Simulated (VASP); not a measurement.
Here is a VASP 6.6.1 calculation.

Contents of INCAR:

```
SYSTEM = Al
PREC = Accurate ; ENCUT = 520
EDIFF = 1E-7 ; ISMEAR = 0
SIGMA = 0.1 ; LREAL = Auto
LASPH = .TRUE. ; NELM = 60
ALGO = Normal ; ISIF = 2
LWAVE = .FALSE. ; LCHARG = .TRUE.
GGA = PE ; LELF = .TRUE.
LVHAR = .TRUE. ; NBANDS = 58
```

KPOINTS

```
Automatic mesh
0
G
  3 3 3
  0 0 0
```

POSCAR

```
Al
1.0
    0.0000000000      6.0621852160     -6.0621852160
    6.0621852160      6.0621852160      0.0000000000
    6.0621852160      0.0000000000     -6.0621852160
Al
26
Direct
    0.6666666979      0.0048532004      0.6666666979
    0.6666666979      0.6618134975      0.6666666979
    0.3321399674      0.9988065003      0.6702469250
    0.3381865494      0.3333333489      0.6666666154
    0.3381864669      0.6618134975      0.6666666979
   -0.0048532004      0.0048532004      0.6666666979
   -0.0048532004      0.3333332665      0.6666666979
    0.0011933816      0.6678600795      0.6630863883
    0.6702469250      0.9988065003      0.3321399674
    0.6666666154      0.3333333489      0.3381865494
    0.6666666979      0.6618134975      0.3381864669
    0.3321398849     -0.0011933816      0.3321398849
    0.3321398849      0.3369135761      0.3321398849
    0.3324341682      0.6675657961      0.3324341682
    0.0008991807     -0.0008991807      0.3324340858
   -0.0048532829      0.3333333489      0.3381865494
    0.0008991807      0.6675658786      0.3324340858
    0.6666666979      0.0048532004     -0.0048532004
    0.6666666979      0.3333332665     -0.0048532004
    0.6630863883      0.6678600795      0.0011933816
    0.3324340858     -0.0008991807      0.0008991807
    0.3381865494      0.3333333489     -0.0048532829
    0.3324340858      0.6675658786      0.0008991807
    0.0008991807     -0.0008991807      0.0008991807
    0.0011933816      0.3297531218      0.0011933816
    0.0011933816      0.6678600795      0.0011933816
```

Potentials or basis: VASP PAW PBE potentials, release 64 (Al).

The run is started by

```bash
$ cat potpaw_PBE.64/Al/POTCAR > POTCAR
$ mpirun -np 1 vasp_std > vasp.out
```

Q: What does it give for the band gap on the k mesh?

A: Zero (band 39 reaches 7.93 eV, above the bottom of band 40 at 7.42 eV).

Q: Estimate the largest force.

A: 0.013 eV/Å.

Q: Estimate the pressure.

A: -0.7 GPa.

Forces in eV/Å, atoms in the order of the input:
```
Al   0.004  0.004  0.000
Al  -0.004 -0.004  0.000
Al   0.002 -0.002 -0.002
Al   0.000  0.004 -0.004
Al  -0.004  0.000 -0.004
Al   0.004  0.000  0.004
Al   0.000 -0.004  0.004
Al  -0.002  0.002  0.002
Al  -0.002  0.002 -0.002
Al   0.004  0.000 -0.004
Al   0.000 -0.004 -0.004
Al  -0.002 -0.002  0.002
Al   0.002  0.002  0.002
Al   0.000  0.000 -0.013
Al   0.013  0.000  0.000
Al   0.004 -0.004  0.000
Al   0.000 -0.013  0.000
Al   0.000  0.004  0.004
Al  -0.004  0.000  0.004
Al   0.002 -0.002  0.002
Al   0.000  0.013  0.000
Al  -0.004  0.004  0.000
Al  -0.013  0.000  0.000
Al   0.000  0.000  0.013
Al  -0.002 -0.002 -0.002
Al   0.002  0.002 -0.002
```
